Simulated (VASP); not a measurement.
# H6PtC2 (Fm-3m) in VASP: a series of runs

H6PtC2 is run at these levels: PBE; tasks: single point, relaxation of cell and atoms.

Program: VASP 6.6.1. These are calculated values, not measurements. Logs are shortened: lines on timing, memory, paths and dates and some standing lists are left out, and cuts for length are marked.

**1. The cell of the first run**

The structure is cubic, space group Fm-3m (No. 225). The conventional cell has a = 5.873 Å, b = 5.873 Å, c = 5.873 Å, α = 90.00°, β = 90.00°, γ = 90.00°. Within 2.1 Å of H (site symmetry 4mm) lie 4 H at 1.59 Å and 1 Pt at 1.81 Å. Pt (site symmetry m-3m) has 6 H at 1.81 Å within 2.4 Å. Within 2.8 Å of C (site symmetry -43m) lie 12 H at 2.11 Å and 4 Pt at 2.54 Å.

**2. Single point, PBE**

Input file INCAR:

```
PREC = Accurate
ENCUT = 600
EDIFF = 1E-6
ISMEAR = 0
SIGMA = 0.1
LREAL = False
LASPH = True
NELM = 120
ALGO = Normal
ISIF = 2
LWAVE = False
LCHARG = False
GGA = PE
NBANDS = 22
GGA_COMPAT = False
```

Input file KPOINTS:

```
Automatic mesh
0
Gamma
  12 12 12
```

Input file POSCAR:

```
H6PtC2
1.0
    0.0000000000      2.9365267838      2.9365267838
    2.9365267838      0.0000000000      2.9365267838
    2.9365267838      2.9365267838      0.0000000000
H Pt C
6 1 2
Direct
    0.6910407977      0.3089592023      0.6910407977
    0.3089592023      0.3089592023      0.6910407977
    0.6910407977      0.6910407977      0.3089592023
    0.3089592023      0.6910407977      0.3089592023
    0.3089592023      0.6910407977      0.6910407977
    0.6910407977      0.3089592023      0.3089592023
    0.0000000000      0.0000000000      0.0000000000
    0.2500000000      0.2500000000      0.2500000000
    0.7500000000      0.7500000000      0.7500000000
```

Potentials or basis: VASP PAW PBE potentials, release 64 (H, Pt, C).

The run is started by

```console
$ cat potpaw_PBE.64/H/POTCAR potpaw_PBE.64/Pt/POTCAR potpaw_PBE.64/C/POTCAR > POTCAR
$ mpirun -np 1 vasp_std > vasp.out
```

OUTCAR:

```text
PREC = Accurate
   ENCUT = 600
   EDIFF = 1E-6
   ISMEAR = 0
   LREAL = False
   LASPH = True
   NELM = 120
   ISIF = 2
   GGA = PE

 ion  position               nearest neighbor table
   1  0.691  0.309  0.691-   7 1.81
   2  0.309  0.309  0.691-   7 1.81
   3  0.691  0.691  0.309-   7 1.81
   4  0.309  0.691  0.309-   7 1.81
   5  0.309  0.691  0.691-   7 1.81
   6  0.691  0.309  0.309-   7 1.81
   7  0.000  0.000  0.000-   1 1.81   2 1.81   3 1.81   4 1.81   5 1.81   6 1.81   8 2.54   9 2.54
                             9 2.54   9 2.54   9 2.54   8 2.54   8 2.54   8 2.54
   8  0.250  0.250  0.250-   7 2.54   7 2.54   7 2.54   7 2.54
   9  0.750  0.750  0.750-   7 2.54   7 2.54   7 2.54   7 2.54

  LATTYP: Found a face centered cubic cell.
 ALAT       =     5.8730535676

  Lattice vectors:

 A1 = (   0.0000000000,   2.9365267838,   2.9365267838)
 A2 = (   2.9365267838,   0.0000000000,   2.9365267838)
 A3 = (   2.9365267838,   2.9365267838,   0.0000000000)

Analysis of symmetry for initial positions (statically):
[... 33 lines left out ...]
                                     Primitive cell

  volume of cell :      50.6445

  direct lattice vectors                    reciprocal lattice vectors
     0.000000000  2.936526784  2.936526784    -0.170269177  0.170269177  0.170269177
     2.936526784  0.000000000  2.936526784     0.170269177 -0.170269177  0.170269177
     2.936526784  2.936526784  0.000000000     0.170269177  0.170269177 -0.170269177

  length of vectors
     4.152876004  4.152876004  4.152876004     0.294914866  0.294914866  0.294914866

  position of ions in fractional coordinates (direct lattice)
     0.691040798  0.308959202  0.691040798
     0.308959202  0.308959202  0.691040798
     0.691040798  0.691040798  0.308959202
     0.308959202  0.691040798  0.308959202
     0.308959202  0.691040798  0.691040798
     0.691040798  0.308959202  0.308959202
     0.000000000  0.000000000  0.000000000
     0.250000000  0.250000000  0.250000000
     0.750000000  0.750000000  0.750000000

  ion indices of the primitive-cell ions
   primitive index   ion index
                 1           1
                 2           2
                 3           3
                 4           4
                 5           5
                 6           6
                 7           7
                 8           8
                 9           9

----------------------------------------------------------------------------------------

 KPOINTS: Automatic mesh

Automatic generation of k-mesh.
 Grid dimensions read from file:
 generate k-points for:   12   12   12

 Generating k-lattice:

  Cartesian coordinates                     Fractional coordinates (reciprocal lattice)
    -0.014189098  0.014189098  0.014189098     0.083333333  0.000000000  0.000000000
     0.014189098 -0.014189098  0.014189098     0.000000000  0.083333333  0.000000000
     0.014189098  0.014189098 -0.014189098     0.000000000  0.000000000  0.083333333

  Length of vectors
     0.024576239  0.024576239  0.024576239

  Shift w.r.t. Gamma in fractional coordinates (k-lattice)
     0.000000000  0.000000000  0.000000000

 Subroutine IBZKPT returns following result:
 ===========================================

 Found     72 irreducible k-points:

 Following reciprocal coordinates:
            Coordinates               Weight
  0.000000  0.000000  0.000000      1.000000
  0.083333  0.000000  0.000000      8.000000
  0.166667  0.000000  0.000000      8.000000
  0.250000  0.000000  0.000000      8.000000
  0.333333  0.000000  0.000000      8.000000
  0.416667  0.000000  0.000000      8.000000
[... 16 lines left out ...]
  0.500000  0.166667  0.000000     24.000000
 -0.416667  0.166667  0.000000     24.000000
 [... further k-points ...]
   k-points           NKPTS =     72   k-points in BZ     NKDIM =     72   number of bands    NBANDS=     22
   number of dos      NEDOS =    301   number of ions     NIONS =      9
   total plane-waves  NPLWV =  46656
   dimension x,y,z NGX =    36 NGY =   36 NGZ =   36
   dimension x,y,z NGXF=    72 NGYF=   72 NGZF=   72
   ions per type =               6   1   2
   NGX,Y,Z   is equivalent  to a cutoff of  14.41, 14.41, 14.41 a.u.
   NGXF,Y,Z  is equivalent  to a cutoff of  28.82, 28.82, 28.82 a.u.
 SYSTEM =  unknown system
   PREC   = accura    normal or accurate (medium, high low for compatibility)
   ISTART =      0    job   : 0-new  1-cont  2-samecut
   ICHARG =      2    charge: 1-file 2-atom 10-const
   ISPIN  =      1    spin polarized calculation?
   LNONCOLLINEAR =      F non collinear calculations
   LSORBIT =      F    spin-orbit coupling
   LASPH  =      T    aspherical Exc in radial PAW
   ENCUT  =  600.0 eV  44.10 Ry    6.64 a.u.   8.29  8.29  8.29*2*pi/ulx,y,z
   NELM   =    120;   NELMIN=  2; NELMDL= -5     # of ELM steps
   EDIFF  = 0.1E-05   stopping-criterion for ELM
   LREAL  =      F    real-space projection
   EDIFFG = 0.1E-04   stopping-criterion for IOM
   NSW    =      0    number of steps for IOM
   IBRION =     -1    ionic relax: 0-MD 1-quasi-New 2-CG
   NFREE  =      0    steps in history (QN), initial steepest desc. (CG)
   ISIF   =      2    stress and relaxation
   ISYM   =      2    0-nonsym 1-usesym 2-fastsym
   POTIM  = 0.5000    time-step for ionic-motion
   TEBEG  =    0.0;   TEEND  =   0.0 temperature during run
   PSTRESS=    0.0 pullay stress
   NELECT =      24.0000    total number of electrons
   NUPDOWN=      -1.0000    fix difference up-down
   EMIN   =  10.00;   EMAX   =-10.00  energy-range for DOS
   EFERMI =   0.00;   METHOD = LEGACY
   ISMEAR =     0;   SIGMA  =   0.10  broadening in eV -4-tet -1-fermi 0-gaus
   EFERMI_NEDOS =   21; number of points for ismear=-14 and -15
   IALGO  =     38    algorithm
   IMIX   =      4    mixing-type and parameters
     AMIX     =   0.40;   BMIX     =  1.00
     AMIX_MAG =   1.60;   BMIX_MAG =  1.00
  volume/ion in A,a.u.               =       5.63        37.97
  Fermi-wavevector in a.u.,A,eV,Ry     =   1.276345  2.411942 22.164646  1.629056
  Thomas-Fermi vector in A             =   2.409006
   LORBIT       =      0    0 simple, 1 ext, 2 COOP (PROOUT), +10 PAW based schemes
   GGA     = PE    functional components
   LHFCALC =     F    Hartree Fock is set to
   AEXX    =    0.0000 exact exchange contribution
   IVDW    =     0    specifies the selected vdW correction
   LEPSILON=     F    determine dielectric tensor
   LRPA    =     F    only Hartree local field effects (RPA)
 non-spin polarized calculation
 Gauss-broadening in eV      SIGMA  =   0.10
  energy-cutoff  :      600.00
  volume of cell :       50.64
 maximum number of plane-waves:      1713
 NGX is ok and might be reduce to    36
   NGX = 17   NGY = 17   NGZ = 17

 number of electron      23.9999999 magnetization

 Free energy of the ion-electron system (eV)
  ---------------------------------------------------
  ext. energy  EPLUGINS =         0.00000000
  ---------------------------------------------------
  free energy    TOTEN  =       -30.17274194 eV

  energy without entropy =      -30.15654332  energy(sigma->0) =      -30.16464263

 E-fermi :   6.6896     XC(G=0): -11.9771

 val. band max:        6.6820288814   @ k =  -0.2500   0.1667   0.0000
 cond. band min:       6.7031334866   @ k =  -0.4167   0.1667   0.0833
 fundamental gap:      0.0211046052
 Fermi energy:         6.6895840268

 k-point     1 :       0.0000    0.0000    0.0000
  band No.  band energies     occupation
      1      -8.8869      2.00000
      2      -1.7098      2.00000
      3       0.1205      2.00000
      4       0.1205      2.00000
      5       0.1205      2.00000
      6       0.3068      2.00000
[... 14 lines left out ...]
     21      20.9382      0.00000
     22      20.9382      0.00000

 k-point     2 :       0.0833    0.0000    0.0000
  band No.  band energies     occupation
      1      -8.7997      2.00000
      2      -1.9935      2.00000
      3       0.0834      2.00000
      4       0.0834      2.00000
      5       0.2563      2.00000
      6       0.2563      2.00000
[... 14 lines left out ...]
     21      20.5271      0.00000
     22      21.0242      0.00000

 k-point     3 :       0.1667    0.0000    0.0000
  band No.  band energies     occupation
      1      -8.5400      2.00000
      2      -2.6053      2.00000
      3      -0.2122      2.00000
      4      -0.2122      2.00000
      5       0.3947      2.00000
      6       0.3947      2.00000
[... 14 lines left out ...]
     21      19.6032      0.00000
     22      21.1358      0.00000

 k-point     4 :       0.2500    0.0000    0.0000
  band No.  band energies     occupation
      1      -8.1143      2.00000
      2      -3.3587      2.00000
      3      -0.5590      2.00000
      4      -0.5590      2.00000
      5       0.0560      2.00000
      6       0.6612      2.00000
[... 14 lines left out ...]
     21      18.7341      0.00000
     22      20.9139      0.00000

 k-point     5 :       0.3333    0.0000    0.0000
  band No.  band energies     occupation
      1      -7.5346      2.00000
      2      -4.2075      2.00000
      3      -0.8448      2.00000
      4      -0.8448      2.00000
      5      -0.2788      2.00000
      6       1.0026      2.00000
[... 417 lines left out ...]
 k-point    22 :       0.4167    0.1667    0.0000
  band No.  band energies     occupation
      1      -7.0329      2.00000
      2      -4.3659      2.00000
      3      -2.3652      2.00000
      4      -0.7785      2.00000
      5      -0.0532      2.00000
      6       1.1120      2.00000
[... 14 lines left out ...]
     21      18.8855      0.00000
     22      19.0348      0.00000

 k-point    23 :       0.5000    0.1667    0.0000
  band No.  band energies     occupation
      1      -6.3027      2.00000
      2      -5.1902      2.00000
      3      -2.5347      2.00000
      4      -0.9582      2.00000
      5      -0.1747      2.00000
      6       0.9421      2.00000
[... 14 lines left out ...]
     21      18.8484      0.00000
     22      19.3842      0.00000

 k-point    24 :      -0.4167    0.1667    0.0000
  band No.  band energies     occupation
      1      -6.0485      2.00000
      2      -5.4556      2.00000
      3      -2.5930      2.00000
      4      -1.0317      2.00000
      5      -0.0822      2.00000
      6       0.9531      2.00000
[... 14 lines left out ...]
     21      18.8757      0.00000
     22      20.0363      0.00000

 [... further k-points ...]

------------------------ aborting loop because EDIFF is reached ----------------------------------------

  FORCE on cell =-STRESS in cart. coord.  units (eV):
  Direction    XX          YY          ZZ          XY          YZ          ZX
  --------------------------------------------------------------------------------------
  -------------------------------------------------------------------------------------
  Total       -0.0422680     -0.0422680     -0.0422680      0.0000000      0.0000000     -0.0000000
  in kB       -1.3371830     -1.3371830     -1.3371830      0.0000000      0.0000000     -0.0000000
  external PRESSURE =      -1.3371830 kB  Pullay stress =       0.0000000 kB

 VOLUME and BASIS-vectors are now :
 -----------------------------------------------------------------------------
  energy-cutoff  :      600.00
  volume of cell :       50.64
      direct lattice vectors                 reciprocal lattice vectors
     0.000000000  2.936526784  2.936526784    -0.170269177  0.170269177  0.170269177
     2.936526784  0.000000000  2.936526784     0.170269177 -0.170269177  0.170269177
     2.936526784  2.936526784  0.000000000     0.170269177  0.170269177 -0.170269177

 POSITION                                       TOTAL-FORCE (eV/Angst)
 -----------------------------------------------------------------------------------
      2.93653      4.05852      2.93653        -0.000000     -0.004370     -0.000000
      2.93653      2.93653      1.81453        -0.000000     -0.000000      0.004370
      2.93653      2.93653      4.05852        -0.000000     -0.000000     -0.004370
      2.93653      1.81453      2.93653        -0.000000      0.004370     -0.000000
      4.05852      2.93653      2.93653        -0.004370     -0.000000     -0.000000
      1.81453      2.93653      2.93653         0.004370     -0.000000     -0.000000
      0.00000      0.00000      0.00000        -0.000000     -0.000000     -0.000000
      1.46826      1.46826      1.46826        -0.000000      0.000000     -0.000000
      4.40479      4.40479      4.40479        -0.000000      0.000000     -0.000000
 -----------------------------------------------------------------------------------
    total drift:                                0.000000      0.000000     -0.000000

  FREE ENERGIE OF THE ION-ELECTRON SYSTEM (eV)
  ---------------------------------------------------
  free  energy   TOTEN  =       -30.1727419397 eV

  energy  without entropy=      -30.1565433182  energy(sigma->0) =      -30.16464263
```

It took 89 s on 1 thread of Intel Xeon Platinum 8375C at 2.90GHz (Ice Lake), shared host; peak memory 0.26 GiB.

Results:

| Item | Value |
| --- | --- |
| Free energy | -30.1727 eV |
| Pressure | -0.1 GPa |
| Largest force | 0.004 eV/Å |
| Band gap on the k mesh | zero (band 12 reaches 7.39 eV, above the bottom of band 13 at 5.68 eV) |

Forces in eV/Å, atoms in the order of the input:
```
H    0.000 -0.004  0.000
H    0.000  0.000  0.004
H    0.000  0.000 -0.004
H    0.000  0.004  0.000
H   -0.004  0.000  0.000
H    0.004  0.000  0.000
Pt   0.000  0.000  0.000
C    0.000  0.000  0.000
C    0.000  0.000  0.000
```

Caveat: spin-orbit coupling is left out, which moves the levels of the heavy elements.

(Part 1 of 2 ends here.)
